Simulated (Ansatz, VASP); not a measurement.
## Two plane-wave programs on NbTe

```
Te Nb
1.0
     3.70297    0.00000    0.00000
    -1.85149    3.20687    0.00000
     0.00000    0.00000    3.69421
Te Nb
1 1
Cartesian
  1.8515 1.0690 0.0000
  0.0000 0.0000 1.8471
```

Alike in both runs: task single point; functional PBE; k mesh 8 × 8 × 7; occupations gaussian, width 0.025 eV; no spin polarisation.

|  | VASP | Ansatz |
| --- | --- | --- |
| version | VASP 6.6.1 | Ansatz 0.2.0 |
| potentials or method | VASP PAW PBE potentials, release 64 (Te, Nb_sv) | Ansatz PAW |
| plane-wave cutoff (eV) | 520 | 420 |
| valence electrons in the cell | 19 | 29 |

```csv
,VASP,Ansatz,Ansatz less VASP
gap on the k mesh at the Fermi level (eV),none,none,-
pressure (GPa),-0.8,-0.6,+0.22
"traceless stress, the component that is largest in VASP (GPa)",0.73,0.78,+0.052
```

A gap of «none» marks a metal or a gap that the smearing closes. With one functional, cell and mesh, what is left measures potentials, basis and numerics. VASP's potentials hold 19 valence electrons a cell and Ansatz's 29, so a difference there can come from the potentials and not from the codes.

Neither program's run includes spin-orbit coupling.
